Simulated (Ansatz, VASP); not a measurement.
One calculation of SnGe2, two programs

```xyz
6
Lattice="3.9755 0.0000 0.0000 -1.9877 3.4428 0.0000 0.0000 0.0000 9.7378" Properties=species:S:1:pos:R:3 pbc="T T T"
Sn    0.0000    0.0000    8.5206
Sn    0.0000    0.0000    1.2172
Ge    0.0000    2.2952    5.2747
Ge    1.9877    1.1476    2.0287
Ge    1.9877    1.1476    4.4632
Ge    0.0000    2.2952    7.7091
```

Alike in both runs: task relaxation of cell and atoms; functional PBE; k mesh 6 × 6 × 2; occupations gaussian, width 0.1 eV; no spin polarisation.

|  | VASP | Ansatz |
| --- | --- | --- |
| version | VASP 6.6.1 | Ansatz 0.2.0 |
| potentials or method | VASP PAW PBE potentials, release 64 (Sn_d, Ge_d), cutoff 600 eV | scalar-relativistic, plane waves, PAW |
| valence electrons in the cell | 84 | 84 |

```tsv
	VASP	Ansatz	Ansatz less VASP
gap on the k mesh at the Fermi level, each at its own relaxed structure (eV)	none	none	-
relaxed volume (Å³/atom)	28.03	27.91	-0.125
relaxed length of the cell vector where the two differ most in proportion (Å)	4.308	4.298	-0.0101
```

A gap of «none» marks a metal or a gap that the smearing closes.

Noted on VASP's run: the volume moved by over 15 % at a fixed basis, so the end points are rough.
